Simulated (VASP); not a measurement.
Li, 1 atom in the cell. It takes space group Im-3m (No. 229, cubic). The conventional cell has a = 3.437 Å, b = 3.437 Å, c = 3.437 Å, α = 90.00°, β = 90.00°, γ = 90.00°. Li (site symmetry m-3m) has 14 Li at 2.98 to 3.44 Å within 3.9 Å. 

- Program: VASP 6.6.1
- Task: vibrations by perturbation theory
- Functional: PBE
- Potentials or basis: VASP PAW PBE potentials, release 64 (Li_sv)
- Cutoff: 520 eV
- k mesh: 24 × 24 × 24
- Occupations: fermi-dirac, width 0.15 eV
- Spin: no spin polarisation
- Dipole correction: no
- Further INCAR settings: ALGO = Normal; EDIFF = 1e-08; IBRION = 8; NSW = 1

Potentials or basis: VASP PAW PBE potentials, release 64 (Li_sv).

Run with:

```bash
$ cat potpaw_PBE.64/Li_sv/POTCAR > POTCAR
$ mpirun -np 1 vasp_std > vasp.out
```

Hardware: 1 thread of Intel(R) Xeon(R) 6975P-C (Granite Rapids), on a shared host.

Task: Estimate the wall time of this run.

Result: Run time: 58 s on 1 thread of Intel(R) Xeon(R) 6975P-C (Granite Rapids), on a shared host, peak memory 0.32 GiB. Counts: scf iterations 27, k points 413.
